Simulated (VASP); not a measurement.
Crystal: GaN.

```
CELL_PARAMETERS angstrom
0.00000 2.20750 2.20750
2.20750 0.00000 2.20750
2.20750 2.20750 0.00000
ATOMIC_POSITIONS crystal
Ga 0.00000 0.00000 0.00000
N 0.25000 0.25000 0.25000
```

Base run:

- Program: VASP 6.6.1
- Functional: r2SCAN
- Dispersion: rVV10
- Potentials or basis: VASP PAW PBE potentials, release 64 (Ga_d, N)
- Cutoff: 520 eV
- k mesh: 10 × 10 × 10
- Occupations: fermi-dirac, width 0.05 eV
- Spin: no spin polarisation

Its results: band gap on the k mesh 2.50 eV, direct; pressure 12.4 GPa.

After a change of settings the same cell gave: band gap on the k mesh 2.53 eV, direct; pressure 11.4 GPa. Which change was it?
A. functional from r2SCAN to PBE; dispersion from rVV10 to none
B. functional from r2SCAN to PBEsol; dispersion from rVV10 to D3(BJ)
C. functional from r2SCAN to revPBE; dispersion from rVV10 to D3(BJ)
D. dispersion from rVV10 to D4

D.

Caveats: the PAW data sets were made with another functional, which shifts forces and pressure a little.
